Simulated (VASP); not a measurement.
# TlPb2 (I4/mmm) in VASP: single point with PBE

Aim: the single point of TlPb2 with PBE.

Everything below comes from runs of VASP 6.6.1. Logs are shortened: lines on timing, memory, paths and dates and some standing lists are left out, and cuts for length are marked.

**1. The cell of the first run**

It takes space group I4/mmm (No. 139, tetragonal). Conventional cell: a = 4.148 Å, b = 4.148 Å, c = 10.177 Å, α = 90.00°, β = 90.00°, γ = 90.00°. Tl (site symmetry 4/mmm) has 10 Pb at 3.38 to 3.41 Å and 4 Tl at 4.15 Å within 4.4 Å. Pb (site symmetry 4mm) has 9 Pb at 3.36 to 4.15 Å and 5 Tl at 3.38 to 3.41 Å within 4.4 Å.

**2. Single point, PBE**

Input file INCAR:

```
  ALGO = Fast
  EDIFF = 1E-6
  ENCUT = 520
  GGA = PE
  ISIF = 2
  ISMEAR = 0
  LASPH = T
  LCHARG = F
  LREAL = F
  LWAVE = F
  NBANDS = 28
  NELM = 100
  PREC = Accurate
  SIGMA = 0.1
```

Input file KPOINTS:

```
k-points
0
Gamma
  6 6 6
```

Input file POSCAR:

```
TlPb2
1.0
   -2.0742030056      2.0742030056      5.0882792482
    2.0742030056     -2.0742030056      5.0882792482
    2.0742030056      2.0742030056     -5.0882792482
Tl Pb
1 2
Direct
    0.0000000000      0.0000000000      0.0000000000
    0.6650000000      0.6650000000      0.0000000000
    0.3350000000      0.3350000000      0.0000000000
```

Potentials or basis: VASP PAW PBE potentials, release 64 (Tl_d, Pb_d).

Command:

```sh
> cat potpaw_PBE.64/Tl_d/POTCAR potpaw_PBE.64/Pb_d/POTCAR > POTCAR
> mpirun -np 1 vasp_std > vasp.out
```

OUTCAR:

```text
EDIFF = 1E-6
   ENCUT = 520
   GGA = PE
   ISIF = 2
   ISMEAR = 0
   LASPH = T
   LREAL = F
   NELM = 100
   PREC = Accurate

 ion  position               nearest neighbor table
   1  0.000  0.000  0.000-   2 3.38   2 3.38   2 3.38   3 3.38   2 3.38   3 3.38   3 3.38   3 3.38
                             2 3.41   3 3.41
   2  0.665  0.665  0.000-   3 3.36   1 3.38   1 3.38   1 3.38   1 3.38   3 3.41   3 3.41   3 3.41
                             3 3.41   1 3.41
   3  0.335  0.335  0.000-   2 3.36   1 3.38   1 3.38   1 3.38   1 3.38   2 3.41   2 3.41   2 3.41
                             2 3.41   1 3.41

  LATTYP: Found a body centered tetragonal cell.
 ALAT       =     4.1484060112
 C/A-ratio  =     2.4531250000

  Lattice vectors:

 A1 = (  -2.0742030056,   2.0742030056,   5.0882792482)
 A2 = (   2.0742030056,  -2.0742030056,   5.0882792482)
 A3 = (   2.0742030056,   2.0742030056,  -5.0882792482)

Analysis of symmetry for initial positions (statically):
=====================================================================
 Subroutine PRICEL returns:
 Original cell was already a primitive cell.

 Routine SETGRP: Setting up the symmetry group for a
 body centered tetragonal supercell.

 Subroutine GETGRP returns: Found 16 space group operations
 (whereof 16 operations were pure point group operations)
 out of a pool of 16 trial point group operations.

The static configuration has the point symmetry D_4h.

Analysis of symmetry for dynamics (positions and initial velocities):
=====================================================================
 Subroutine PRICEL returns:
 Original cell was already a primitive cell.

 Routine SETGRP: Setting up the symmetry group for a
 body centered tetragonal supercell.

 Subroutine GETGRP returns: Found 16 space group operations
 (whereof 16 operations were pure point group operations)
 out of a pool of 16 trial point group operations.

The dynamic configuration has the point symmetry D_4h.

 Subroutine INISYM returns: Found 16 space group operations
 (whereof 16 operations are pure point group operations),
 and found     1 'primitive' translations

----------------------------------------------------------------------------------------

                                     Primitive cell

  volume of cell :      87.5656

  direct lattice vectors                    reciprocal lattice vectors
    -2.074203006  2.074203006  5.088279248     0.000000000  0.241056444  0.098265047
     2.074203006 -2.074203006  5.088279248     0.241056444  0.000000000  0.098265047
     2.074203006  2.074203006 -5.088279248     0.241056444  0.241056444  0.000000000

  length of vectors
     5.873263311  5.873263311  5.873263311     0.260315632  0.260315632  0.340905292

  position of ions in fractional coordinates (direct lattice)
     0.000000000  0.000000000  0.000000000
     0.665000000  0.665000000  0.000000000
     0.335000000  0.335000000  0.000000000

  ion indices of the primitive-cell ions
   primitive index   ion index
                 1           1
                 2           2
                 3           3

----------------------------------------------------------------------------------------

 KPOINTS: k-points

Automatic generation of k-mesh.
 Grid dimensions read from file:
 generate k-points for:    6    6    6

 Generating k-lattice:

  Cartesian coordinates                     Fractional coordinates (reciprocal lattice)
     0.000000000  0.040176074  0.016377508     0.166666667 -0.000000000  0.000000000
     0.040176074  0.000000000  0.016377508    -0.000000000  0.166666667  0.000000000
     0.040176074  0.040176074  0.000000000     0.000000000  0.000000000  0.166666667

  Length of vectors
     0.043385939  0.043385939  0.056817549

  Shift w.r.t. Gamma in fractional coordinates (k-lattice)
     0.000000000  0.000000000  0.000000000

 Subroutine IBZKPT returns following result:
 ===========================================

 Found     30 irreducible k-points:

 Following reciprocal coordinates:
            Coordinates               Weight
  0.000000  0.000000  0.000000      1.000000
  0.166667  0.000000  0.000000      8.000000
  0.333333  0.000000 -0.000000      8.000000
  0.500000  0.000000 -0.000000      4.000000
  0.166667  0.166667  0.000000      8.000000
  0.333333  0.166667 -0.000000     16.000000
[... 16 lines left out ...]
 -0.333333 -0.333333  0.166667      8.000000
 -0.166667 -0.333333  0.166667      8.000000
 [... further k-points ...]
   k-points           NKPTS =     30   k-points in BZ     NKDIM =     30   number of bands    NBANDS=     28
   number of dos      NEDOS =    301   number of ions     NIONS =      3
   total plane-waves  NPLWV = 110592
   dimension x,y,z NGX =    48 NGY =   48 NGZ =   48
   dimension x,y,z NGXF=    96 NGYF=   96 NGZF=   96
   ions per type =               1   2
   NGX,Y,Z   is equivalent  to a cutoff of  13.59, 13.59, 13.59 a.u.
   NGXF,Y,Z  is equivalent  to a cutoff of  27.17, 27.17, 27.17 a.u.
 SYSTEM =  unknown system
   PREC   = accura    normal or accurate (medium, high low for compatibility)
   ISTART =      0    job   : 0-new  1-cont  2-samecut
   ICHARG =      2    charge: 1-file 2-atom 10-const
   ISPIN  =      1    spin polarized calculation?
   LNONCOLLINEAR =      F non collinear calculations
   LSORBIT =      F    spin-orbit coupling
   LASPH  =      T    aspherical Exc in radial PAW
   ENCUT  =  520.0 eV  38.22 Ry    6.18 a.u.  10.92 10.92 10.92*2*pi/ulx,y,z
   NELM   =    100;   NELMIN=  2; NELMDL= -5     # of ELM steps
   EDIFF  = 0.1E-05   stopping-criterion for ELM
   LREAL  =      F    real-space projection
   EDIFFG = 0.1E-04   stopping-criterion for IOM
   NSW    =      0    number of steps for IOM
   IBRION =     -1    ionic relax: 0-MD 1-quasi-New 2-CG
   NFREE  =      0    steps in history (QN), initial steepest desc. (CG)
   ISIF   =      2    stress and relaxation
   ISYM   =      2    0-nonsym 1-usesym 2-fastsym
   POTIM  = 0.5000    time-step for ionic-motion
   TEBEG  =    0.0;   TEEND  =   0.0 temperature during run
   PSTRESS=    0.0 pullay stress
   NELECT =      41.0000    total number of electrons
   NUPDOWN=      -1.0000    fix difference up-down
   EMIN   =  10.00;   EMAX   =-10.00  energy-range for DOS
   EFERMI =   0.00;   METHOD = LEGACY
   ISMEAR =     0;   SIGMA  =   0.10  broadening in eV -4-tet -1-fermi 0-gaus
   EFERMI_NEDOS =   21; number of points for ismear=-14 and -15
   IALGO  =     68    algorithm
   IMIX   =      4    mixing-type and parameters
     AMIX     =   0.40;   BMIX     =  1.00
     AMIX_MAG =   1.60;   BMIX_MAG =  1.00
  volume/ion in A,a.u.               =      29.19       196.97
  Fermi-wavevector in a.u.,A,eV,Ry     =   1.271232  2.402281 21.987449  1.616032
  Thomas-Fermi vector in A             =   2.404177
   LORBIT       =      0    0 simple, 1 ext, 2 COOP (PROOUT), +10 PAW based schemes
   GGA     = PE    functional components
   LHFCALC =     F    Hartree Fock is set to
   AEXX    =    0.0000 exact exchange contribution
   IVDW    =     0    specifies the selected vdW correction
   LEPSILON=     F    determine dielectric tensor
   LRPA    =     F    only Hartree local field effects (RPA)
 non-spin polarized calculation
 RMM-DIIS sequential band-by-band and
 Gauss-broadening in eV      SIGMA  =   0.10
  energy-cutoff  :      520.00
  volume of cell :       87.57
 maximum number of plane-waves:      2369
 NGX is ok and might be reduce to    48
   NGX = 21   NGY = 21   NGZ = 21

 number of electron      40.9999999 magnetization

 Free energy of the ion-electron system (eV)
  ---------------------------------------------------
  ext. energy  EPLUGINS =         0.00000000
  ---------------------------------------------------
  free energy    TOTEN  =        -9.20925935 eV

  energy without entropy =       -9.19906907  energy(sigma->0) =       -9.20416421

 E-fermi :   7.0948     XC(G=0): -10.2717

 val. band max:        7.0828954014   @ k =  -0.1667  -0.3333   0.1667
 cond. band min:       7.1129785401   @ k =  -0.3333   0.3333   0.3333
 fundamental gap:      0.0300831387
 Fermi energy:         7.0948277702

 k-point     1 :       0.0000    0.0000    0.0000
  band No.  band energies     occupation
      1      -9.8374      2.00000
      2      -9.8264      2.00000
      3      -9.7784      2.00000
      4      -9.7559      2.00000
      5      -9.7559      2.00000
      6      -9.7201      2.00000
[... 20 lines left out ...]
     27      14.7468      0.00000
     28      14.7468      0.00000

 k-point     2 :       0.1667    0.0000    0.0000
  band No.  band energies     occupation
      1      -9.8484      2.00000
      2      -9.8187      2.00000
      3      -9.8008      2.00000
      4      -9.7773      2.00000
      5      -9.7621      2.00000
      6      -9.7013      2.00000
[... 20 lines left out ...]
     27      13.4596      0.00000
     28      14.3560      0.00000

 k-point     3 :       0.3333    0.0000   -0.0000
  band No.  band energies     occupation
      1      -9.8654      2.00000
      2      -9.8390      2.00000
      3      -9.8179      2.00000
      4      -9.8143      2.00000
      5      -9.7471      2.00000
      6      -9.6984      2.00000
[... 20 lines left out ...]
     27      13.3732      0.00000
     28      15.8740      0.00000

 k-point     4 :       0.5000    0.0000   -0.0000
  band No.  band energies     occupation
      1      -9.8710      2.00000
      2      -9.8495      2.00000
      3      -9.8393      2.00000
      4      -9.8267      2.00000
      5      -9.7292      2.00000
      6      -9.6873      2.00000
[... 578 lines left out ...]
     27      12.5426      0.00000
     28      15.2361      0.00000

 k-point    23 :      -0.3333   -0.3333    0.1667
  band No.  band energies     occupation
      1      -9.8724      2.00000
      2      -9.8508      2.00000
      3      -9.8330      2.00000
      4      -9.8053      2.00000
      5      -9.7811      2.00000
      6      -9.6770      2.00000
[... 20 lines left out ...]
     27      13.4136      0.00000
     28      13.5880      0.00000

 k-point    24 :      -0.1667   -0.3333    0.1667
  band No.  band energies     occupation
      1      -9.8589      2.00000
      2      -9.8435      2.00000
      3      -9.8197      2.00000
      4      -9.8061      2.00000
      5      -9.7839      2.00000
      6      -9.6877      2.00000
[... 20 lines left out ...]
     27      13.5671      0.00000
     28      14.3602      0.00000

 [... further k-points ...]

------------------------ aborting loop because EDIFF is reached ----------------------------------------

  FORCE on cell =-STRESS in cart. coord.  units (eV):
  Direction    XX          YY          ZZ          XY          YZ          ZX
  --------------------------------------------------------------------------------------
  -------------------------------------------------------------------------------------
  Total        1.6480649      1.6480649      2.7393175      0.0000000      0.0000000      0.0000000
  in kB       30.1544517     30.1544517     50.1209745      0.0000000      0.0000000      0.0000000
  external PRESSURE =      36.8099593 kB  Pullay stress =       0.0000000 kB

 VOLUME and BASIS-vectors are now :
 -----------------------------------------------------------------------------
  energy-cutoff  :      520.00
  volume of cell :       87.57
      direct lattice vectors                 reciprocal lattice vectors
    -2.074203006  2.074203006  5.088279248     0.000000000  0.241056444  0.098265047
     2.074203006 -2.074203006  5.088279248     0.241056444  0.000000000  0.098265047
     2.074203006  2.074203006 -5.088279248     0.241056444  0.241056444  0.000000000

 POSITION                                       TOTAL-FORCE (eV/Angst)
 -----------------------------------------------------------------------------------
      0.00000      0.00000      0.00000        -0.000000     -0.000000      0.000000
      0.00000      0.00000      6.76741        -0.000000     -0.000000      0.215632
      0.00000      0.00000      3.40915         0.000000      0.000000     -0.215632
 -----------------------------------------------------------------------------------
    total drift:                               -0.000000     -0.000000      0.000000

  FREE ENERGIE OF THE ION-ELECTRON SYSTEM (eV)
  ---------------------------------------------------
  free  energy   TOTEN  =        -9.2092593461 eV

  energy  without entropy=       -9.1990690733  energy(sigma->0) =       -9.20416421
```

Run time: 83 s. Hardware: 1 thread of Intel Xeon Platinum 8488C (Sapphire Rapids), shared host; peak memory 0.34 GiB.

Results:

```yaml
Free_energy: -9.2093 eV
Pressure: 3.7 GPa
Largest_force: 0.216 eV/Å
Band_gap_on_the_k_mesh: zero (an odd number of electrons rules out a gap without spin polarisation)
```

Forces on the atoms (eV/Å):
```
Tl   0.000  0.000  0.000
Pb   0.000  0.000  0.216
Pb   0.000  0.000 -0.216
```

Stress tensor (GPa, compression positive):
```
3.02 0.00 0.00
0.00 3.02 0.00
0.00 0.00 5.01
```

Levels at points of the mesh, in eV from the Fermi level:
| k point | band 16 | band 17 | band 18 | band 19 | band 20 | band 21 | band 22 | band 23 | band 24 | band 25 |
| --- | --- | --- | --- | --- | --- | --- | --- | --- | --- | --- |
| (0.00, 0.00, 0.00) | -11.27 | -6.27 | -4.57 | -0.53 | -0.18 | 0.80 | 0.80 | 1.42 | 1.42 | 5.15 |
| (0.50, 0.00, 0.00) | -9.11 | -8.25 | -5.89 | -3.37 | 1.29 | 1.30 | 2.09 | 2.52 | 3.95 | 4.15 |
| (0.50, 0.50, 0.00) | -7.95 | -7.27 | -5.23 | -3.91 | -2.20 | -1.75 | 0.27 | 0.74 | 2.71 | 3.19 |
| (0.50, 0.50, 0.50) | -10.10 | -9.25 | -4.24 | -0.82 | -0.82 | 2.88 | 3.54 | 4.30 | 4.40 | 5.29 |

Caveat: the cell stands under pressure; spin-orbit coupling is left out, which moves the levels of the heavy elements.

The gap in the log of VASP goes by the Fermi energy; the results here count the filled bands.